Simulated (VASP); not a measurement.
A run of VASP 6.6.1 is set up as follows.

Contents of INCAR:

```
SYSTEM = Ir
  ALGO = Normal
  EDIFF = 1E-6
  ENCUT = 520
  GGA = PE
  ISIF = 2
  ISMEAR = 0
  LASPH = .True.
  LCHARG = .False.
  LREAL = .False.
  LWAVE = .False.
  NBANDS = 10
  NELM = 60
  PREC = Accurate
  SIGMA = 0.15
```

The input KPOINTS:

```
k-points
0
Gamma
  22 22 22
  0 0 0
```

The input POSCAR:

```
Ir
1.0
    0.0000000000      1.9930027388      1.7078040468
    1.9930027388      0.0000000000      1.7078040468
    1.9930027388      1.9930027388      0.0000000000
Ir
1
Direct
    0.0000000000      0.0000000000      0.0000000000
```

Potentials or basis: VASP PAW PBE potentials, release 64 (Ir).

Command:

```bash
$ cat potpaw_PBE.64/Ir/POTCAR > POTCAR
$ mpirun -np 1 vasp_std > vasp.out
```

Q: Predict the band gap on the k mesh.

A: Zero (an odd number of electrons rules out a gap without spin polarisation).

Q: Predict the pressure.

A: 33.2 GPa.

Stress tensor (GPa, compression positive):
```
16.15  0.00  0.00
 0.00 16.15  0.00
 0.00  0.00 67.24
```

Caveat: the cell stands under pressure; spin-orbit coupling is left out, which moves the levels of the heavy elements.
